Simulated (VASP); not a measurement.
A run of VASP 6.6.1:

File INCAR:

```
PREC = Accurate ; ENCUT = 600
EDIFF = 1E-7 ; ISMEAR = -1
SIGMA = 0.05 ; LREAL = F
LASPH = T ; NELM = 100
ALGO = Normal ; ISIF = 3
LWAVE = F ; LCHARG = F
GGA = PS ; IBRION = 2
NSW = 100 ; EDIFFG = -0.002
PSTRESS = 20.0
```

Contents of KPOINTS:

```
Automatic mesh
0
Gamma
  14 14 14
```

Contents of POSCAR:

```
YSe
1.0
    0.0000000000      2.8453251946      2.8453251946
    2.8453251946      0.0000000000      2.8453251946
    2.8453251946      2.8453251946      0.0000000000
Y Se
1 1
Direct
    0.5000000000      0.5000000000      0.5000000000
    0.0000000000      0.0000000000      0.0000000000
```

Potentials or basis: VASP PAW PBE potentials, release 64 (Y_sv, Se).

Launch:

```bash
$ cat potpaw_PBE.64/Y_sv/POTCAR potpaw_PBE.64/Se/POTCAR > POTCAR
$ mpirun -np 1 vasp_std > vasp.out
```

Hardware: 1 thread of Oxide Virtual Turin-like Processor, with other jobs on the host.

How long does it take, and how much memory?

It took 5.4 min on 1 thread of Oxide Virtual Turin-like Processor (shared host), peak memory 0.24 GiB. Counts: scf iterations 32, k points 104, ion steps 3.
